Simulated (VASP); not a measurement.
## Ho4S: single point with PBE

Crystal: Ho4S.

```
CELL_PARAMETERS angstrom
3.65442 0.00000 0.00000
-1.82721 3.16482 0.00000
0.00000 0.00000 11.91379
ATOMIC_POSITIONS crystal
Ho 0.33333 0.66667 0.85638
Ho 0.33333 0.66667 0.38462
Ho 0.66667 0.33333 0.14362
Ho 0.66667 0.33333 0.61538
S 0.00000 0.00000 0.00000
```

The cell was generated, and may not be a known phase.

* Program: VASP 6.6.1
* Task: single point
* Functional: PBE
* Potentials or basis: VASP PAW PBE potentials, release 64 (Ho_3, S), 4f in core
* Cutoff: 500 eV
* k mesh: 5 × 5 × 2
* Occupations: gaussian, width 0.2 eV
* Spin: no spin polarisation

```yaml
Pressure: 0.9 GPa
Largest_force: 0.064 eV/Å
Band_gap_on_the_k_mesh: zero (bands 21 and 22 overlap by 0.79 eV)
```

Forces on the atoms (eV/Å):
```
Ho   0.000  0.000 -0.064
Ho   0.000  0.000 -0.014
Ho   0.000  0.000  0.064
Ho   0.000  0.000  0.014
S    0.000  0.000  0.000
```

Levels at points of the mesh, in eV from the Fermi level:
```
           k point  band 18  band 19  band 20  band 21  band 22  band 23  band 24  band 25
(0.00, 0.00, 0.00)    -2.90    -1.90    -0.24     0.58     1.30     1.30     1.80     1.80
(0.00, 0.00, 0.50)    -3.34    -1.68    -0.13     0.74     1.33     1.36     1.36     1.67
```

Wall time 66 s on 1 thread of Intel(R) Xeon(R) Platinum 8175M CPU @ 2.50GHz (Skylake/Cascade Lake) (shared host), peak memory 0.26 GiB.

Caveat: the k points lie up to 0.40 Å⁻¹ apart, too coarse for converged energies and pressures of a metal; spin-orbit coupling is left out, which moves the levels of the heavy elements; the 4f electrons are frozen in the core, so they carry no moment and show no levels; the run has no spin polarisation, though such a crystal can be magnetic. With open d or f shells a metallic result of PBE can be an artefact of self-interaction; +U or a hybrid may open a gap.
